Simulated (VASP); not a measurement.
Input of a VASP 6.6.1 run:

POSCAR

```
YS
1.0
    0.0000000000      2.7800683760      2.7800683760
    2.7800683760      0.0000000000      2.7800683760
    2.7800683760      2.7800683760      0.0000000000
Y S
1 1
Direct
    0.0000000000      0.0000000000      0.0000000000
    0.5000000000      0.5000000000      0.5000000000
```

Contents of INCAR.step1:

```
SYSTEM = YS
PREC = Accurate
ENCUT = 520
ISMEAR = -1
SIGMA = 0.05
LREAL = .FALSE.
LASPH = .TRUE.
NELM = 100
NBANDS = 16
GGA = PE
ALGO = Normal
EDIFF = 1E-4
LWAVE = .TRUE.
LCHARG = .FALSE.
```

File INCAR.step2:

```
SYSTEM = YS
PREC = Accurate
ENCUT = 520
EDIFF = 1E-6
ISMEAR = -1
SIGMA = 0.05
LREAL = .FALSE.
LASPH = .TRUE.
NELM = 100
ALGO = Normal
ISIF = 2
LWAVE = .FALSE.
LCHARG = .FALSE.
METAGGA = R2SCAN
LMIXTAU = .TRUE.
NBANDS = 16
ISTART = 1
```

The input KPOINTS:

```
Automatic mesh
0
G
  6 6 6
  0 0 0
```

Potentials or basis: VASP PAW PBE potentials, release 64 (Y_sv, S).

Command:

```sh
$ cat potpaw_PBE.64/Y_sv/POTCAR potpaw_PBE.64/S/POTCAR > POTCAR
$ cp INCAR.step1 INCAR
$ mpirun -np 1 vasp_std > vasp.out
$ cp INCAR.step2 INCAR
$ mpirun -np 1 vasp_std > vasp.out
```

**Question.** What does it give for the pressure?

**Answer.** -1.9 GPa.

Caveat: the PAW data sets were made with another functional, which shifts forces and pressure a little.
